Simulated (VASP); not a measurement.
# InSb3 (Pm-3m) in VASP: notebook

The runs below take InSb3 through single point, with LDA, PBE.

Program: VASP 6.6.1. These are calculated values, not measurements. Logs are shortened: lines on timing, memory, paths and dates and some standing lists are left out, and cuts for length are marked.

### 1 The cell of the first run

The structure is cubic, space group Pm-3m (No. 221). The conventional cell has a = 4.708 Å, b = 4.708 Å, c = 4.708 Å, α = 90.00°, β = 90.00°, γ = 90.00°. Within 4.4 Å of Sb (site symmetry 4/mmm) lie 8 Sb at 3.33 Å and 4 In at 3.33 Å. Within 4.4 Å of In (site symmetry m-3m) lie 12 Sb at 3.33 Å.

### 2 Single point, LDA

Contents of INCAR:

```
SYSTEM = InSb3
PREC     = Accurate       ! precision mode
ENCUT    = 520            ! plane-wave cutoff, eV
EDIFF    = 1E-7           ! SCF threshold, eV
ISMEAR   = -1             ! smearing method
SIGMA    = 0.05           ! smearing width, eV
LREAL    = .False.        ! projectors in reciprocal space
LASPH    = .True.         ! aspherical terms in the spheres
NELM     = 100            ! most SCF steps
ALGO     = Normal         ! electronic algorithm
ISIF     = 2              ! what is computed and relaxed
LWAVE    = .False.        ! write WAVECAR
LCHARG   = .False.        ! write CHGCAR
GGA      = CA             ! functional
NBANDS   = 22             ! bands
```

Contents of KPOINTS:

```
regular mesh
0
Gamma
  6 6 6
  0 0 0
```

Contents of POSCAR:

```
InSb3
1.0
    4.7082503466      0.0000000000      0.0000000000
    0.0000000000      4.7082503466      0.0000000000
    0.0000000000      0.0000000000      4.7082503466
Sb In
3 1
Direct
    0.5000000000      0.5000000000      0.0000000000
    0.0000000000      0.5000000000      0.5000000000
    0.5000000000      0.0000000000      0.5000000000
    0.0000000000      0.0000000000      0.0000000000
```

Potentials or basis: VASP PAW LDA potentials, release 64 (Sb, In_d).

On the command line:

```console
$ cat potpaw_LDA.64/Sb/POTCAR potpaw_LDA.64/In_d/POTCAR > POTCAR
$ mpirun -np 1 vasp_std > vasp.out
```

OUTCAR:

```text
SYSTEM = InSb3
   PREC = Accurate
   ENCUT = 520
   EDIFF = 1E-7
   ISMEAR = -1
   LREAL = .False.
   LASPH = .True.
   NELM = 100
   ISIF = 2
   GGA = CA

 ion  position               nearest neighbor table
   1  0.500  0.500  0.000-   2 3.33   3 3.33   4 3.33   2 3.33   3 3.33   3 3.33   4 3.33   3 3.33
                             2 3.33   4 3.33   2 3.33   4 3.33
   2  0.000  0.500  0.500-   1 3.33   3 3.33   4 3.33   1 3.33   4 3.33   3 3.33   4 3.33   4 3.33
                             1 3.33   3 3.33   1 3.33   3 3.33
   3  0.500  0.000  0.500-   1 3.33   2 3.33   4 3.33   1 3.33   4 3.33   1 3.33   2 3.33   1 3.33
                             2 3.33   4 3.33   4 3.33   2 3.33
   4  0.000  0.000  0.000-   1 3.33   2 3.33   3 3.33   2 3.33   3 3.33   1 3.33   2 3.33   2 3.33
                             1 3.33   3 3.33   3 3.33   1 3.33

  LATTYP: Found a simple cubic cell.
 ALAT       =     4.7082503466

  Lattice vectors:

 A1 = (   4.7082503466,   0.0000000000,   0.0000000000)
 A2 = (   0.0000000000,   4.7082503466,   0.0000000000)
 A3 = (   0.0000000000,   0.0000000000,   4.7082503466)

Analysis of symmetry for initial positions (statically):
=====================================================================
 Subroutine PRICEL returns:
 Original cell was already a primitive cell.

 Routine SETGRP: Setting up the symmetry group for a
 simple cubic supercell.

 Subroutine GETGRP returns: Found 48 space group operations
 (whereof 48 operations were pure point group operations)
 out of a pool of 48 trial point group operations.

The static configuration has the point symmetry O_h .

Analysis of symmetry for dynamics (positions and initial velocities):
=====================================================================
 Subroutine PRICEL returns:
 Original cell was already a primitive cell.

 Routine SETGRP: Setting up the symmetry group for a
 simple cubic supercell.

 Subroutine GETGRP returns: Found 48 space group operations
 (whereof 48 operations were pure point group operations)
 out of a pool of 48 trial point group operations.

The dynamic configuration has the point symmetry O_h .

 Subroutine INISYM returns: Found 48 space group operations
 (whereof 48 operations are pure point group operations),
 and found     1 'primitive' translations

----------------------------------------------------------------------------------------

                                     Primitive cell

  volume of cell :     104.3707

  direct lattice vectors                    reciprocal lattice vectors
     4.708250347  0.000000000  0.000000000     0.212393124  0.000000000  0.000000000
     0.000000000  4.708250347  0.000000000     0.000000000  0.212393124  0.000000000
     0.000000000  0.000000000  4.708250347     0.000000000  0.000000000  0.212393124

  length of vectors
     4.708250347  4.708250347  4.708250347     0.212393124  0.212393124  0.212393124

  position of ions in fractional coordinates (direct lattice)
     0.500000000  0.500000000  0.000000000
     0.000000000  0.500000000  0.500000000
     0.500000000  0.000000000  0.500000000
     0.000000000  0.000000000  0.000000000

  ion indices of the primitive-cell ions
   primitive index   ion index
                 1           1
                 2           2
                 3           3
                 4           4

----------------------------------------------------------------------------------------

 KPOINTS: regular mesh

Automatic generation of k-mesh.
 Grid dimensions read from file:
 generate k-points for:    6    6    6

 Generating k-lattice:

  Cartesian coordinates                     Fractional coordinates (reciprocal lattice)
     0.035398854  0.000000000  0.000000000     0.166666667  0.000000000  0.000000000
     0.000000000  0.035398854  0.000000000     0.000000000  0.166666667  0.000000000
     0.000000000  0.000000000  0.035398854     0.000000000  0.000000000  0.166666667

  Length of vectors
     0.035398854  0.035398854  0.035398854

  Shift w.r.t. Gamma in fractional coordinates (k-lattice)
     0.000000000  0.000000000  0.000000000

 Subroutine IBZKPT returns following result:
 ===========================================

 Found     20 irreducible k-points:

 Following reciprocal coordinates:
            Coordinates               Weight
  0.000000  0.000000  0.000000      1.000000
  0.166667  0.000000  0.000000      6.000000
  0.333333  0.000000  0.000000      6.000000
  0.500000  0.000000  0.000000      3.000000
  0.166667  0.166667  0.000000     12.000000
  0.333333  0.166667  0.000000     24.000000
[... 12 lines left out ...]
  0.500000  0.500000  0.333333      6.000000
  0.500000  0.500000  0.500000      1.000000
   k-points           NKPTS =     20   k-points in BZ     NKDIM =     20   number of bands    NBANDS=     22
   number of dos      NEDOS =    301   number of ions     NIONS =      4
   total plane-waves  NPLWV =  46656
   dimension x,y,z NGX =    36 NGY =   36 NGZ =   36
   dimension x,y,z NGXF=    72 NGYF=   72 NGZF=   72
   ions per type =               3   1
   NGX,Y,Z   is equivalent  to a cutoff of  12.71, 12.71, 12.71 a.u.
   NGXF,Y,Z  is equivalent  to a cutoff of  25.42, 25.42, 25.42 a.u.
 SYSTEM =  InSb3
   PREC   = accura    normal or accurate (medium, high low for compatibility)
   ISTART =      0    job   : 0-new  1-cont  2-samecut
   ICHARG =      2    charge: 1-file 2-atom 10-const
   ISPIN  =      1    spin polarized calculation?
   LNONCOLLINEAR =      F non collinear calculations
   LSORBIT =      F    spin-orbit coupling
   LASPH  =      T    aspherical Exc in radial PAW
   ENCUT  =  520.0 eV  38.22 Ry    6.18 a.u.   8.75  8.75  8.75*2*pi/ulx,y,z
   NELM   =    100;   NELMIN=  2; NELMDL= -5     # of ELM steps
   EDIFF  = 0.1E-06   stopping-criterion for ELM
   LREAL  =      F    real-space projection
   EDIFFG = 0.1E-05   stopping-criterion for IOM
   NSW    =      0    number of steps for IOM
   IBRION =     -1    ionic relax: 0-MD 1-quasi-New 2-CG
   NFREE  =      0    steps in history (QN), initial steepest desc. (CG)
   ISIF   =      2    stress and relaxation
   ISYM   =      2    0-nonsym 1-usesym 2-fastsym
   POTIM  = 0.5000    time-step for ionic-motion
   TEBEG  =    0.0;   TEEND  =   0.0 temperature during run
   PSTRESS=    0.0 pullay stress
   NELECT =      28.0000    total number of electrons
   NUPDOWN=      -1.0000    fix difference up-down
   EMIN   =  10.00;   EMAX   =-10.00  energy-range for DOS
   EFERMI =   0.00;   METHOD = LEGACY
   ISMEAR =    -1;   SIGMA  =   0.05  broadening in eV -4-tet -1-fermi 0-gaus
   EFERMI_NEDOS =   21; number of points for ismear=-14 and -15
   IALGO  =     38    algorithm
   IMIX   =      4    mixing-type and parameters
     AMIX     =   0.40;   BMIX     =  1.00
     AMIX_MAG =   1.60;   BMIX_MAG =  1.00
  volume/ion in A,a.u.               =      26.09       176.08
  Fermi-wavevector in a.u.,A,eV,Ry     =   1.055848  1.995263 15.167971  1.114814
  Thomas-Fermi vector in A             =   2.191061
   LORBIT       =      0    0 simple, 1 ext, 2 COOP (PROOUT), +10 PAW based schemes
   GGA     = CA    functional components
   LHFCALC =     F    Hartree Fock is set to
   AEXX    =    0.0000 exact exchange contribution
   IVDW    =     0    specifies the selected vdW correction
   LEPSILON=     F    determine dielectric tensor
   LRPA    =     F    only Hartree local field effects (RPA)
 non-spin polarized calculation
  energy-cutoff  :      520.00
  volume of cell :      104.37
 maximum number of plane-waves:      2832
 NGX is ok and might be reduce to    36
   NGX = 17   NGY = 17   NGZ = 17

 number of electron      28.0000007 magnetization

 Free energy of the ion-electron system (eV)
  ---------------------------------------------------
  ext. energy  EPLUGINS =         0.00000000
  ---------------------------------------------------
  free energy    TOTEN  =       -17.00062875 eV

  energy without entropy =      -16.97936791  energy(sigma->0) =      -16.98999833

 E-fermi :   8.4397     XC(G=0): -10.5128

 val. band max:        8.4379429708   @ k =   0.5000   0.3333   0.0000
 cond. band min:       8.4643246591   @ k =   0.1667   0.1667   0.1667
 fundamental gap:      0.0263816883
 Fermi energy:         8.4396526301

 k-point     1 :       0.0000    0.0000    0.0000
  band No.  band energies     occupation
      1      -6.0579      2.00000
      2      -6.0579      2.00000
      3      -6.0358      2.00000
      4      -6.0358      2.00000
      5      -6.0358      2.00000
      6      -4.1818      2.00000
[... 14 lines left out ...]
     21      13.5580      0.00000
     22      13.6928      0.00000

 k-point     2 :       0.1667    0.0000    0.0000
  band No.  band energies     occupation
      1      -6.0560      2.00000
      2      -6.0528      2.00000
      3      -6.0397      2.00000
      4      -6.0397      2.00000
      5      -6.0357      2.00000
      6      -4.0024      2.00000
[... 14 lines left out ...]
     21      14.3154      0.00000
     22      14.4214      0.00000

 k-point     3 :       0.3333    0.0000    0.0000
  band No.  band energies     occupation
      1      -6.0521      2.00000
      2      -6.0476      2.00000
      3      -6.0476      2.00000
      4      -6.0430      2.00000
      5      -6.0355      2.00000
      6      -3.4815      2.00000
[... 14 lines left out ...]
     21      13.2995      0.00000
     22      14.1954      0.00000
[... 376 lines left out ...]
 k-point    19 :       0.5000    0.5000    0.3333
  band No.  band energies     occupation
      1      -6.0830      2.00000
      2      -6.0736      2.00000
      3      -6.0736      2.00000
      4      -6.0208      2.00000
      5      -6.0151      2.00000
      6      -0.8919      2.00000
[... 14 lines left out ...]
     21      14.5434      0.00000
     22      16.7247      0.00000

 k-point    20 :       0.5000    0.5000    0.5000
  band No.  band energies     occupation
      1      -6.0813      2.00000
      2      -6.0813      2.00000
      3      -6.0813      2.00000
      4      -6.0144      2.00000
      5      -6.0144      2.00000
      6      -0.6804      2.00000
[... 14 lines left out ...]
     21      15.0679      0.00000
     22      17.0740      0.00000

------------------------ aborting loop because EDIFF is reached ----------------------------------------

  FORCE on cell =-STRESS in cart. coord.  units (eV):
  Direction    XX          YY          ZZ          XY          YZ          ZX
  --------------------------------------------------------------------------------------
  -------------------------------------------------------------------------------------
  Total       -0.3593888     -0.3593888     -0.3593888      0.0000000     -0.0000000      0.0000000
  in kB       -5.5169169     -5.5169169     -5.5169169      0.0000000     -0.0000000      0.0000000
  external PRESSURE =      -5.5169169 kB  Pullay stress =       0.0000000 kB

 VOLUME and BASIS-vectors are now :
 -----------------------------------------------------------------------------
  energy-cutoff  :      520.00
  volume of cell :      104.37
      direct lattice vectors                 reciprocal lattice vectors
     4.708250347  0.000000000  0.000000000     0.212393124  0.000000000  0.000000000
     0.000000000  4.708250347  0.000000000     0.000000000  0.212393124  0.000000000
     0.000000000  0.000000000  4.708250347     0.000000000  0.000000000  0.212393124

 POSITION                                       TOTAL-FORCE (eV/Angst)
 -----------------------------------------------------------------------------------
      2.35413      2.35413      0.00000         0.000000      0.000000      0.000000
      0.00000      2.35413      2.35413         0.000000      0.000000      0.000000
      2.35413      0.00000      2.35413         0.000000      0.000000      0.000000
      0.00000      0.00000      0.00000         0.000000      0.000000      0.000000
 -----------------------------------------------------------------------------------
    total drift:                                0.000000     -0.000000     -0.000000

  FREE ENERGIE OF THE ION-ELECTRON SYSTEM (eV)
  ---------------------------------------------------
  free  energy   TOTEN  =       -17.0006287497 eV

  energy  without entropy=      -16.9793679091  energy(sigma->0) =      -16.98999833
```

Run time: 15 s. Hardware: 1 thread of Intel Xeon 6975P-C (Granite Rapids), shared host; peak memory 0.19 GiB.

What came out:

* Free energy: -17.0006 eV
* Pressure: -0.6 GPa
* Band gap on the k mesh: zero (band 14 reaches 12.20 eV, above the bottom of band 15 at 7.28 eV)

Levels at points of the mesh, in eV from the Fermi level:
| k point | band 11 | band 12 | band 13 | band 14 | band 15 | band 16 | band 17 | band 18 |
| --- | --- | --- | --- | --- | --- | --- | --- | --- |
| (0.00, 0.00, 0.00) | -4.55 | -3.66 | 0.46 | 0.46 | 0.46 | 1.77 | 1.77 | 1.77 |
| (0.50, 0.00, 0.00) | -3.06 | -2.26 | -2.26 | -1.18 | -0.92 | 2.25 | 2.31 | 2.31 |
| (0.50, 0.50, 0.00) | -1.67 | -1.67 | -1.43 | -1.16 | -1.16 | -0.41 | 0.96 | 3.49 |
| (0.50, 0.50, 0.50) | -5.29 | -5.29 | -5.00 | 3.76 | 3.76 | 3.83 | 3.83 | 3.83 |

Caveat: spin-orbit coupling is left out, which moves the levels of the heavy elements.

### 3 Single point, LDA

This run uses another cell than the first one, of 27.76 Å³/atom, 1.064 times its volume.

Contents of INCAR:

```
PREC     = Accurate       # precision mode
ENCUT    = 520            # plane-wave cutoff, eV
EDIFF    = 1E-6           # SCF threshold, eV
ISMEAR   = -1             # smearing method
SIGMA    = 0.05           # smearing width, eV
LREAL    = F              # projectors in reciprocal space
LASPH    = T              # aspherical terms in the spheres
NELM     = 60             # most SCF steps
ALGO     = Normal         # electronic algorithm
ISIF     = 2              # what is computed and relaxed
LWAVE    = F              # write WAVECAR
LCHARG   = F              # write CHGCAR
GGA      = CA             # functional
NBANDS   = 22             # bands
```

Contents of KPOINTS:

```
regular mesh
0
Gamma
  6 6 6
```

Contents of POSCAR:

```
InSb3
1.0
    4.8063670000      0.0000000000      0.0000000000
    0.0000000000      4.8063670000      0.0000000000
    0.0000000000      0.0000000000      4.8063670000
Sb In
3 1
Direct
    0.5000000000      0.5000000000      0.0000000000
    0.0000000000      0.5000000000      0.5000000000
    0.5000000000      0.0000000000      0.5000000000
    0.0000000000      0.0000000000      0.0000000000
```

Potentials or basis: VASP PAW LDA potentials, release 64 (Sb, In_d).

On the command line:

```console
$ cat potpaw_LDA.64/Sb/POTCAR potpaw_LDA.64/In_d/POTCAR > POTCAR
$ mpirun -np 1 vasp_std > vasp.out
```

Run time: 12 s. Hardware: 1 thread of Intel Xeon 6975P-C (Granite Rapids), shared host; peak memory 0.19 GiB.

Results (log left out):

* Free energy: -16.9067 eV
* Pressure: -3.8 GPa
* Band gap on the k mesh: zero (band 14 reaches 11.11 eV, above the bottom of band 15 at 6.57 eV)

Levels at points of the mesh, in eV from the Fermi level:
```
           k point  band 12  band 13  band 14  band 15  band 16  band 17
(0.00, 0.00, 0.00)    -3.69     0.41     0.41     0.41     1.68     1.68
(0.50, 0.00, 0.00)    -2.10    -2.10    -1.10    -0.83     1.91     2.12
(0.50, 0.50, 0.00)    -1.66    -1.33    -1.10    -1.10    -0.53     1.02
(0.50, 0.50, 0.50)    -4.96    -4.88     3.43     3.43     3.49     3.49
```

Caveat: spin-orbit coupling is left out, which moves the levels of the heavy elements.

(Part 1 of 2 ends here.)
